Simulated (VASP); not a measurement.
# KLi4 (P6/mmm) in VASP: further runs

The runs below take KLi4 through single point, relaxation of cell and atoms, with PBE.

All numbers are computed with VASP 6.6.1; they aren't measurements. Logs are shortened: lines on timing, memory, paths and dates and some standing lists are left out, and cuts for length are marked.

## (1) The cell of the first run

The structure is hexagonal, space group P6/mmm (No. 191). The conventional cell has a = 4.708 Å, b = 4.708 Å, c = 4.494 Å, α = 90.00°, β = 90.00°, γ = 120.00°. K (site symmetry 6/mmm) has 12 Li at 2.92 Å within 3.9 Å. Li (site symmetry 3m) has 5 Li at 2.16 to 2.72 Å and 3 K at 2.92 Å within 3.0 Å.

The cell was generated, and may not be a known phase.

## (2) Single point, PBE

Contents of INCAR:

```
SYSTEM = KLi4
ALGO = Normal
EDIFF = 1E-6
ENCUT = 520
GGA = PE
ISIF = 2
ISMEAR = 0
LASPH = .TRUE.
LCHARG = .FALSE.
LREAL = .FALSE.
LWAVE = .FALSE.
NBANDS = 18
NELM = 100
PREC = Accurate
SIGMA = 0.1
```

Contents of KPOINTS:

```
k-points
0
G
  6 6 4
  0 0 0
```

Contents of POSCAR:

```
KLi4
1.0
    4.7076703800      0.0000000000      0.0000000000
   -2.3538351900      4.0769621400      0.0000000000
    0.0000000000      0.0000000000      4.4940646100
K Li
1 4
Direct
    0.0000000000      0.0000000000      0.5000000000
    0.3333333300      0.6666666700      0.7404374700
    0.3333333300      0.6666666700      0.2595625300
    0.6666666700      0.3333333300      0.2595625300
    0.6666666700      0.3333333300      0.7404374700
```

Potentials or basis: VASP PAW PBE potentials, release 64 (K_sv, Li_sv).

On the command line:

```
$ cat potpaw_PBE.64/K_sv/POTCAR potpaw_PBE.64/Li_sv/POTCAR > POTCAR
$ mpirun -np 1 vasp_std > vasp.out
```

OUTCAR:

```text
SYSTEM = KLi4
   EDIFF = 1E-6
   ENCUT = 520
   GGA = PE
   ISIF = 2
   ISMEAR = 0
   LASPH = .TRUE.
   LREAL = .FALSE.
   NELM = 100
   PREC = Accurate

 ion  position               nearest neighbor table
   1  0.000  0.000  0.500-   2 2.92   3 2.92   4 2.92   5 2.92   2 2.92   3 2.92   4 2.92   5 2.92
                             4 2.92   5 2.92   2 2.92   3 2.92
   2  0.333  0.667  0.740-   3 2.16   3 2.33   1 2.92   1 2.92   1 2.92
   3  0.333  0.667  0.260-   2 2.16   2 2.33   1 2.92   1 2.92   1 2.92
   4  0.667  0.333  0.260-   5 2.16   5 2.33   1 2.92   1 2.92   1 2.92
   5  0.667  0.333  0.740-   4 2.16   4 2.33   1 2.92   1 2.92   1 2.92

  LATTYP: Found a hexagonal cell.
 ALAT       =     4.7076703800
 C/A-ratio  =     0.9546260140

  Lattice vectors:

 A1 = (   4.7076703800,   0.0000000000,   0.0000000000)
 A2 = (  -2.3538351900,   4.0769621400,   0.0000000000)
 A3 = (   0.0000000000,   0.0000000000,   4.4940646100)

Analysis of symmetry for initial positions (statically):
=====================================================================
 Subroutine PRICEL returns:
 Original cell was already a primitive cell.

 Routine SETGRP: Setting up the symmetry group for a
 hexagonal supercell.

 Subroutine GETGRP returns: Found 24 space group operations
 (whereof 24 operations were pure point group operations)
 out of a pool of 24 trial point group operations.

The static configuration has the point symmetry D_6h.

Analysis of symmetry for dynamics (positions and initial velocities):
=====================================================================
 Subroutine PRICEL returns:
 Original cell was already a primitive cell.

 Routine SETGRP: Setting up the symmetry group for a
 hexagonal supercell.

 Subroutine GETGRP returns: Found 24 space group operations
 (whereof 24 operations were pure point group operations)
 out of a pool of 24 trial point group operations.

The dynamic configuration has the point symmetry D_6h.

 Subroutine INISYM returns: Found 24 space group operations
 (whereof 24 operations are pure point group operations),
 and found     1 'primitive' translations

----------------------------------------------------------------------------------------

                                     Primitive cell

  volume of cell :      86.2546

  direct lattice vectors                    reciprocal lattice vectors
     4.707670380  0.000000000  0.000000000     0.212419290  0.122640334  0.000000000
    -2.353835190  4.076962140  0.000000000     0.000000000  0.245280669  0.000000000
     0.000000000  0.000000000  4.494064610     0.000000000  0.000000000  0.222515715

  length of vectors
     4.707670380  4.707670379  4.494064610     0.245280669  0.245280669  0.222515715

  position of ions in fractional coordinates (direct lattice)
     0.000000000  0.000000000  0.500000000
     0.333333330  0.666666670  0.740437470
     0.333333330  0.666666670  0.259562530
     0.666666670  0.333333330  0.259562530
     0.666666670  0.333333330  0.740437470

  ion indices of the primitive-cell ions
   primitive index   ion index
                 1           1
                 2           2
                 3           3
                 4           4
                 5           5

----------------------------------------------------------------------------------------

 KPOINTS: k-points

Automatic generation of k-mesh.
 Grid dimensions read from file:
 generate k-points for:    6    6    4

 Generating k-lattice:

  Cartesian coordinates                     Fractional coordinates (reciprocal lattice)
     0.035403215  0.020440056  0.000000000     0.166666667  0.000000000  0.000000000
     0.000000000  0.040880111  0.000000000     0.000000000  0.166666667  0.000000000
     0.000000000  0.000000000  0.055628929     0.000000000  0.000000000  0.250000000

  Length of vectors
     0.040880111  0.040880111  0.055628929

  Shift w.r.t. Gamma in fractional coordinates (k-lattice)
     0.000000000  0.000000000  0.000000000

 Subroutine IBZKPT returns following result:
 ===========================================

 Found     21 irreducible k-points:

 Following reciprocal coordinates:
            Coordinates               Weight
  0.000000  0.000000  0.000000      1.000000
  0.166667 -0.000000  0.000000      6.000000
  0.333333 -0.000000  0.000000      6.000000
  0.500000 -0.000000  0.000000      3.000000
  0.166667  0.166667  0.000000      6.000000
  0.333333  0.166667  0.000000     12.000000
[... 13 lines left out ...]
  0.333333  0.166667  0.500000     12.000000
  0.333333  0.333333  0.500000      2.000000
   k-points           NKPTS =     21   k-points in BZ     NKDIM =     21   number of bands    NBANDS=     18
   number of dos      NEDOS =    301   number of ions     NIONS =      5
   total plane-waves  NPLWV =  46656
   dimension x,y,z NGX =    36 NGY =   36 NGZ =   36
   dimension x,y,z NGXF=    72 NGYF=   72 NGZF=   72
   ions per type =               1   4
   NGX,Y,Z   is equivalent  to a cutoff of  12.71, 12.71, 13.32 a.u.
   NGXF,Y,Z  is equivalent  to a cutoff of  25.43, 25.43, 26.63 a.u.
 SYSTEM =  KLi4
   PREC   = accura    normal or accurate (medium, high low for compatibility)
   ISTART =      0    job   : 0-new  1-cont  2-samecut
   ICHARG =      2    charge: 1-file 2-atom 10-const
   ISPIN  =      1    spin polarized calculation?
   LNONCOLLINEAR =      F non collinear calculations
   LSORBIT =      F    spin-orbit coupling
   LASPH  =      T    aspherical Exc in radial PAW
   ENCUT  =  520.0 eV  38.22 Ry    6.18 a.u.   8.75  8.75  8.36*2*pi/ulx,y,z
   NELM   =    100;   NELMIN=  2; NELMDL= -5     # of ELM steps
   EDIFF  = 0.1E-05   stopping-criterion for ELM
   LREAL  =      F    real-space projection
   EDIFFG = 0.1E-04   stopping-criterion for IOM
   NSW    =      0    number of steps for IOM
   IBRION =     -1    ionic relax: 0-MD 1-quasi-New 2-CG
   NFREE  =      0    steps in history (QN), initial steepest desc. (CG)
   ISIF   =      2    stress and relaxation
   ISYM   =      2    0-nonsym 1-usesym 2-fastsym
   POTIM  = 0.5000    time-step for ionic-motion
   TEBEG  =    0.0;   TEEND  =   0.0 temperature during run
   PSTRESS=    0.0 pullay stress
   NELECT =      21.0000    total number of electrons
   NUPDOWN=      -1.0000    fix difference up-down
   EMIN   =  10.00;   EMAX   =-10.00  energy-range for DOS
   EFERMI =   0.00;   METHOD = LEGACY
   ISMEAR =     0;   SIGMA  =   0.10  broadening in eV -4-tet -1-fermi 0-gaus
   EFERMI_NEDOS =   21; number of points for ismear=-14 and -15
   IALGO  =     38    algorithm
   IMIX   =      4    mixing-type and parameters
     AMIX     =   0.40;   BMIX     =  1.00
     AMIX_MAG =   1.60;   BMIX_MAG =  1.00
  volume/ion in A,a.u.               =      17.25       116.41
  Fermi-wavevector in a.u.,A,eV,Ry     =   1.022242  1.931758 14.217811  1.044980
  Thomas-Fermi vector in A             =   2.155911
   LORBIT       =      0    0 simple, 1 ext, 2 COOP (PROOUT), +10 PAW based schemes
   GGA     = PE    functional components
   LHFCALC =     F    Hartree Fock is set to
   AEXX    =    0.0000 exact exchange contribution
   IVDW    =     0    specifies the selected vdW correction
   LEPSILON=     F    determine dielectric tensor
   LRPA    =     F    only Hartree local field effects (RPA)
 non-spin polarized calculation
 Gauss-broadening in eV      SIGMA  =   0.10
  energy-cutoff  :      520.00
  volume of cell :       86.25
 maximum number of plane-waves:      2340
 NGX is ok and might be reduce to    36
   NGX = 17   NGY = 17   NGZ = 17

 number of electron      20.9999998 magnetization

 Free energy of the ion-electron system (eV)
  ---------------------------------------------------
  ext. energy  EPLUGINS =         0.00000000
  ---------------------------------------------------
  free energy    TOTEN  =        -4.89833164 eV

  energy without entropy =       -4.87645015  energy(sigma->0) =       -4.88739089

 E-fermi :   2.0769     XC(G=0):  -8.1004

 val. band max:        2.0113333464   @ k =   0.1667  -0.0000   0.0000
 cond. band min:       2.0918354740   @ k =   0.3333   0.1667   0.5000
 fundamental gap:      0.0805021276
 Fermi energy:         2.0768592149

 k-point     1 :       0.0000    0.0000    0.0000
  band No.  band energies     occupation
      1     -44.6465      2.00000
      2     -44.6086      2.00000
      3     -44.5048      2.00000
      4     -44.4747      2.00000
      5     -28.8835      2.00000
      6     -12.5396      2.00000
[... 10 lines left out ...]
     17       7.6398      0.00000
     18       7.6581      0.00000

 k-point     2 :       0.1667   -0.0000    0.0000
  band No.  band energies     occupation
      1     -44.6441      2.00000
      2     -44.6108      2.00000
      3     -44.5031      2.00000
      4     -44.4765      2.00000
      5     -28.8830      2.00000
      6     -12.5616      2.00000
[... 10 lines left out ...]
     17       7.0924      0.00000
     18       7.4696      0.00000

 k-point     3 :       0.3333   -0.0000    0.0000
  band No.  band energies     occupation
      1     -44.6384      2.00000
      2     -44.6165      2.00000
      3     -44.4985      2.00000
      4     -44.4811      2.00000
      5     -28.8818      2.00000
      6     -12.6049      2.00000
[... 10 lines left out ...]
     17       6.8223      0.00000
     18       7.3961      0.00000

 k-point     4 :       0.5000   -0.0000    0.0000
  band No.  band energies     occupation
      1     -44.6338      2.00000
      2     -44.6211      2.00000
      3     -44.4949      2.00000
      4     -44.4848      2.00000
      5     -28.8813      2.00000
      6     -12.6263      2.00000
[... 10 lines left out ...]
     17       7.1012      0.00000
     18       7.2385      0.00000

 k-point     5 :       0.1667    0.1667    0.0000
  band No.  band energies     occupation
      1     -44.6401      2.00000
      2     -44.6149      2.00000
      3     -44.4998      2.00000
      4     -44.4798      2.00000
      5     -28.8821      2.00000
      6     -12.5906      2.00000
[... 10 lines left out ...]
     17       7.1829      0.00000
     18       7.4520      0.00000

 k-point     6 :       0.3333    0.1667    0.0000
  band No.  band energies     occupation
      1     -44.6338      2.00000
      2     -44.6211      2.00000
      3     -44.4948      2.00000
      4     -44.4848      2.00000
      5     -28.8813      2.00000
      6     -12.6167      2.00000
[... 10 lines left out ...]
     17       6.9347      0.00000
     18       7.1484      0.00000

 k-point     7 :       0.3333    0.3333    0.0000
  band No.  band energies     occupation
      1     -44.6274      2.00000
      2     -44.6274      2.00000
      3     -44.4898      2.00000
      4     -44.4898      2.00000
      5     -28.8810      2.00000
      6     -12.6051      2.00000
[... 10 lines left out ...]
     17       7.1232      0.00000
     18       7.1281      0.00000

 k-point     8 :       0.0000    0.0000    0.2500
  band No.  band energies     occupation
      1     -44.6285      2.00000
      2     -44.5917      2.00000
      3     -44.5231      2.00000
      4     -44.4918      2.00000
      5     -28.8822      2.00000
      6     -12.5358      2.00000
[... 10 lines left out ...]
     17       7.4672      0.00000
     18       7.4723      0.00000
[... 166 lines left out ...]
     17       7.6382      0.00000
     18       8.3376      0.00000

 k-point    17 :       0.3333   -0.0000    0.5000
  band No.  band energies     occupation
      1     -44.5920      2.00000
      2     -44.5718      2.00000
      3     -44.5455      2.00000
      4     -44.5264      2.00000
      5     -28.8791      2.00000
      6     -12.5953      2.00000
[... 10 lines left out ...]
     17       7.8466      0.00000
     18       9.0331      0.00000

 k-point    18 :       0.5000   -0.0000    0.5000
  band No.  band energies     occupation
      1     -44.5876      2.00000
      2     -44.5760      2.00000
      3     -44.5414      2.00000
      4     -44.5305      2.00000
      5     -28.8785      2.00000
      6     -12.6161      2.00000
[... 10 lines left out ...]
     17       7.4779      0.00000
     18       9.0654      0.00000

 k-point    19 :       0.1667    0.1667    0.5000
  band No.  band energies     occupation
      1     -44.5935      2.00000
      2     -44.5702      2.00000
      3     -44.5469      2.00000
      4     -44.5249      2.00000
      5     -28.8794      2.00000
      6     -12.5814      2.00000
[... 10 lines left out ...]
     17       7.8118      0.00000
     18       7.9604      0.00000

 k-point    20 :       0.3333    0.1667    0.5000
  band No.  band energies     occupation
      1     -44.5876      2.00000
      2     -44.5760      2.00000
      3     -44.5414      2.00000
      4     -44.5304      2.00000
      5     -28.8785      2.00000
      6     -12.6067      2.00000
[... 10 lines left out ...]
     17       7.4552      0.00000
     18       8.7555      0.00000

 k-point    21 :       0.3333    0.3333    0.5000
  band No.  band energies     occupation
      1     -44.5818      2.00000
      2     -44.5818      2.00000
      3     -44.5359      2.00000
      4     -44.5359      2.00000
      5     -28.8783      2.00000
      6     -12.5951      2.00000
[... 10 lines left out ...]
     17       8.2366      0.00000
     18       8.2366      0.00000

------------------------ aborting loop because EDIFF is reached ----------------------------------------

  FORCE on cell =-STRESS in cart. coord.  units (eV):
  Direction    XX          YY          ZZ          XY          YZ          ZX
  --------------------------------------------------------------------------------------
  -------------------------------------------------------------------------------------
  Total        8.0694943      8.0694943      9.0537250      0.0000000     -0.0000000      0.0000000
  in kB      149.8907617    149.8907616    168.1728347      0.0000000     -0.0000000      0.0000000
  external PRESSURE =     155.9847860 kB  Pullay stress =       0.0000000 kB

 VOLUME and BASIS-vectors are now :
 -----------------------------------------------------------------------------
  energy-cutoff  :      520.00
  volume of cell :       86.25
      direct lattice vectors                 reciprocal lattice vectors
     4.707670380  0.000000000  0.000000000     0.212419290  0.122640334  0.000000000
    -2.353835190  4.076962140  0.000000000     0.000000000  0.245280669  0.000000000
     0.000000000  0.000000000  4.494064610     0.000000000  0.000000000  0.222515715

 POSITION                                       TOTAL-FORCE (eV/Angst)
 -----------------------------------------------------------------------------------
      0.00000      0.00000      2.24703         0.000000      0.000000      0.000000
     -0.00000      2.71797      3.32757        -0.000000      0.000000      1.029708
     -0.00000      2.71797      1.16649        -0.000000      0.000000     -1.029708
      2.35384      1.35899      1.16649         0.000000     -0.000000     -1.029708
      2.35384      1.35899      3.32757         0.000000     -0.000000      1.029708
 -----------------------------------------------------------------------------------
    total drift:                                0.000000      0.000000      0.000000

  FREE ENERGIE OF THE ION-ELECTRON SYSTEM (eV)
  ---------------------------------------------------
  free  energy   TOTEN  =        -4.8983316386 eV

  energy  without entropy=       -4.8764501507  energy(sigma->0) =       -4.88739089
```

It took 16 s on 1 thread of AMD EPYC 9R45 (Zen 5), shared host; peak memory 0.18 GiB.

What came out:

- Free energy: -4.8983 eV
- Largest force: 1.030 eV/Å
- Band gap on the k mesh: zero (an odd number of electrons rules out a gap without spin polarisation)

Forces on the atoms (eV/Å):
```
K    0.000  0.000  0.000
Li   0.000  0.000  1.030
Li   0.000  0.000 -1.030
Li   0.000  0.000 -1.030
Li   0.000  0.000  1.030
```

Levels at points of the mesh, in eV from the Fermi level:
```tsv
k point	band 7	band 8	band 9	band 10	band 11	band 12	band 13	band 14
(0.00, 0.00, 0.00)	-14.62	-14.45	-3.62	-0.39	0.21	0.21	4.38	4.38
(0.50, 0.00, 0.00)	-14.65	-14.45	-2.16	-1.54	0.38	1.47	1.51	3.73
(0.00, 0.00, 0.50)	-14.61	-14.52	-2.43	-2.07	1.20	1.20	3.23	3.23
(0.50, 0.00, 0.50)	-14.64	-14.52	-0.99	-0.80	-0.32	-0.24	1.21	2.11
```

Caveat: the cutoff is under 1.25 times the usual one of these potentials, so pressure, stress and relaxed cells hold a basis-set (Pulay) error; forces of over 1 eV/Å act on the atoms, so gaps and moduli don't describe the material at rest.

## (3) Relaxation of cell and atoms, PBE

Contents of INCAR:

```
PREC     = Accurate       # precision mode
ENCUT    = 600            # plane-wave cutoff, eV
EDIFF    = 1E-6           # SCF threshold, eV
ISMEAR   = 0              # smearing method
SIGMA    = 0.1            # smearing width, eV
LREAL    = F              # projectors in reciprocal space
LASPH    = T              # aspherical terms in the spheres
NELM     = 60             # most SCF steps
ALGO     = Fast           # electronic algorithm
ISIF     = 3              # what is computed and relaxed
LWAVE    = F              # write WAVECAR
LCHARG   = F              # write CHGCAR
GGA      = PE             # functional
IBRION   = 2              # ionic algorithm
NSW      = 90             # ionic steps
EDIFFG   = -0.04          # ionic threshold
```

Contents of KPOINTS:

```
regular mesh
0
Gamma
  6 6 4
```

POSCAR is that of step 2.

Potentials or basis: VASP PAW PBE potentials, release 64 (K_sv, Li_sv).

On the command line:

```
$ cat potpaw_PBE.64/K_sv/POTCAR potpaw_PBE.64/Li_sv/POTCAR > POTCAR
$ mpirun -np 1 vasp_std > vasp.out
```

Run time: 7.8 min. Hardware: 1 thread of AMD EPYC 9R45 (Zen 5), shared host; peak memory 0.22 GiB.

The run converged. Its results:

* Free energy: -7.2397 eV
* Relaxed volume: 28.93 Å³/atom
* Relaxed cell: a = 5.512 Å, b = 5.512 Å, c = 5.497 Å, α = 90.00°, β = 90.00°, γ = 120.00°
* Space group after relaxing (to 0.1 Å): P6/mmm (No. 191)
* Energy gained by relaxing: 472.8 meV/atom
* Ionic steps: 8
* Pressure after relaxing: 0.0 GPa
* Largest force after relaxing: 0.031 eV/Å
* Band gap on the k mesh: zero (an odd number of electrons rules out a gap without spin polarisation)

Forces in eV/Å, atoms in the order of the input:
```
K    0.000  0.000  0.000
Li   0.000  0.000 -0.031
Li   0.000  0.000  0.031
Li   0.000  0.000  0.031
Li   0.000  0.000 -0.031
```

Stress tensor (GPa, compression positive):
```
 0.04  0.00  0.00
 0.00  0.04  0.00
 0.00  0.00 -0.12
```

Step by step:
| step | energy change (eV) | largest force (eV/Å) | pressure (GPa) | volume (Å³) |
| --- | --- | --- | --- | --- |
| 1 | 0.0000 | 1.0495 | 15.47 | 86.25 |
| 2 | -1.6592 | 0.3240 | 6.75 | 108.76 |
| 3 | -2.3209 | 0.1346 | 0.94 | 138.39 |
| 4 | -2.3410 | 0.1834 | 0.06 | 144.00 |
| 5 | -2.3423 | 0.1707 | 0.24 | 142.65 |
| 6 | -2.3563 | 0.1168 | 0.11 | 143.59 |
| 7 | -2.3629 | 0.0476 | -0.04 | 144.85 |
| 8 | -2.3639 | 0.0311 | -0.01 | 144.66 |

Final structure:
```
CELL_PARAMETERS angstrom
5.51218 0.00000 0.00000
-2.75609 4.77369 0.00000
0.00000 0.00000 5.49749
ATOMIC_POSITIONS crystal
K 0.00000 0.00000 0.50000
Li 0.33333 0.66667 0.75936
Li 0.33333 0.66667 0.24064
Li 0.66667 0.33333 0.24064
Li 0.66667 0.33333 0.75936
```

Levels at points of the mesh, in eV from the Fermi level:
| k point | band 6 | band 7 | band 8 | band 9 | band 10 | band 11 | band 12 | band 13 | band 14 |
| --- | --- | --- | --- | --- | --- | --- | --- | --- | --- |
| (0.00, 0.00, 0.00) | -14.66 | -14.66 | -14.65 | -3.06 | -0.11 | 0.79 | 0.79 | 2.49 | 3.13 |
| (0.50, 0.00, 0.00) | -14.68 | -14.67 | -14.65 | -1.65 | -1.64 | 0.40 | 1.08 | 1.42 | 2.50 |
| (0.00, 0.00, 0.50) | -14.66 | -14.66 | -14.65 | -2.18 | -1.89 | 1.66 | 1.66 | 2.38 | 2.38 |
| (0.50, 0.00, 0.50) | -14.68 | -14.67 | -14.65 | -0.86 | -0.78 | -0.64 | -0.40 | 1.15 | 1.67 |

Caveat: the cutoff is under 1.25 times the usual one of these potentials, so pressure, stress and relaxed cells hold a basis-set (Pulay) error; the volume moved by over 15 % at a fixed basis, so the end points are rough.

The gap in the log of VASP goes by the Fermi energy; the results here count the filled bands.